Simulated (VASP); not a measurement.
Set up this calculation in VASP 6.6.1, as the native input.

```
Task                   : single point
Functional             : r2SCAN
Potentials or basis    : VASP PAW PBE potentials, release 64 (Ti_sv)
Cutoff                 : 520 eV
k mesh                 : 22 × 22 × 22
Occupations            : fermi-dirac, width 0.05 eV
Spin                   : collinear spin
Starting moments       : [1.0] μB
Dipole correction      : no
Further INCAR settings : ALGO = Normal; EDIFF = 1e-06; NBANDS = 16
```

Crystal: Ti.

```xyz
1
Lattice="0.0000 2.0814 2.0814 2.0814 0.0000 2.0814 2.0814 2.0814 0.0000" Properties=species:S:1:pos:R:3 pbc="T T T"
Ti    0.0000    0.0000    0.0000
```

This isn't the form of Ti at room conditions, which is hcp.

These files were run (other wordings do the same):

POSCAR

```
Ti
1.0
    0.0000000000      2.0814033800      2.0814033800
    2.0814033800      0.0000000000      2.0814033800
    2.0814033800      2.0814033800      0.0000000000
Ti
1
Direct
    0.0000000000      0.0000000000      0.0000000000
```

INCAR.step1

```
PREC = Accurate ; ENCUT = 520
ISMEAR = -1 ; SIGMA = 0.05
LREAL = F ; LASPH = T
NELM = 150 ; ISPIN = 2
MAGMOM = 1 ; LMAXMIX = 4
NBANDS = 16 ; GGA = PE
ALGO = Normal ; EDIFF = 1E-4
LWAVE = T ; LCHARG = F
```

INCAR.step2

```
PREC = Accurate ; ENCUT = 520
EDIFF = 1E-6 ; ISMEAR = -1
SIGMA = 0.05 ; LREAL = F
LASPH = T ; NELM = 150
ALGO = Normal ; ISIF = 2
LWAVE = F ; LCHARG = F
ISPIN = 2 ; MAGMOM = 1
LORBIT = 11 ; LMAXMIX = 4
METAGGA = R2SCAN ; LMIXTAU = T
NBANDS = 16 ; ISTART = 1
```

KPOINTS

```
regular mesh
0
Gamma
  22 22 22
```

Potentials or basis: VASP PAW PBE potentials, release 64 (Ti_sv).

Command:

```sh
$ cat potpaw_PBE.64/Ti_sv/POTCAR > POTCAR
$ cp INCAR.step1 INCAR
$ mpirun -np 1 vasp_std > vasp.out
$ cp INCAR.step2 INCAR
$ mpirun -np 1 vasp_std > vasp.out
```

It gave:

```
Pressure                                              : -3.6 GPa
Band gap on the k mesh                                : zero (filled and empty bands overlap)
Net moment                                            : 0.00 μB per cell
Valence electrons inside the program's atomic spheres : Ti 10.17
```

Caveat: the cell stands under tension; the PAW data sets were made with another functional, which shifts forces and pressure a little.

Wall time 17 min on 1 thread of Oxide Virtual Turin-like Processor, with other jobs on the host, peak memory 0.23 GiB.
